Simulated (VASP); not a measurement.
Here is a VASP 6.6.1 calculation.

File INCAR:

```
PREC     = Accurate       # precision mode
ENCUT    = 400            # plane-wave cutoff, eV
EDIFF    = 1E-8           # SCF threshold, eV
ISMEAR   = -1             # smearing method
SIGMA    = 0.05           # smearing width, eV
LREAL    = False          # projectors in reciprocal space
LASPH    = True           # aspherical terms in the spheres
NELM     = 120            # most SCF steps
ALGO     = Normal         # electronic algorithm
ISIF     = 2              # what is computed and relaxed
LWAVE    = False          # write WAVECAR
LCHARG   = False          # write CHGCAR
GGA      = PE             # functional
LEFG     = True         
NBANDS   = 17             # bands
GGA_COMPAT= False
```

Contents of KPOINTS:

```
Automatic mesh
0
Gamma
  13 13 7
```

POSCAR

```
Hf
1.0
    3.1966985242      0.0000000000      0.0000000000
   -1.5983492621      2.7684221302      0.0000000000
    0.0000000000      0.0000000000      5.2095340000
Hf
2
Direct
    0.3333333333      0.6666666667      0.2500000000
    0.6666666667      0.3333333333      0.7500000000
```

Potentials or basis: VASP PAW PBE potentials, release 64 (Hf_pv).

Launch:

```sh
$ cat potpaw_PBE.64/Hf_pv/POTCAR > POTCAR
$ mpirun -np 1 vasp_std > vasp.out
```

Problem. What does it give for the band gap on the k mesh?

Solution. Zero (bands 10 and 11 overlap by 1.54 eV).

Problem. Predict the pressure.

Solution. -2.8 GPa.

Stress tensor (GPa, compression positive):
```
-1.59  0.00  0.00
 0.00 -1.59  0.00
 0.00  0.00 -5.35
```

Caveat: the cell differs from its parent crystal (zz strain of +3 %); without QUAD_EFG the Cq values of the log hold for a quadrupole moment of 1 mb, not for the nuclei; spin-orbit coupling is left out, which moves the levels of the heavy elements.
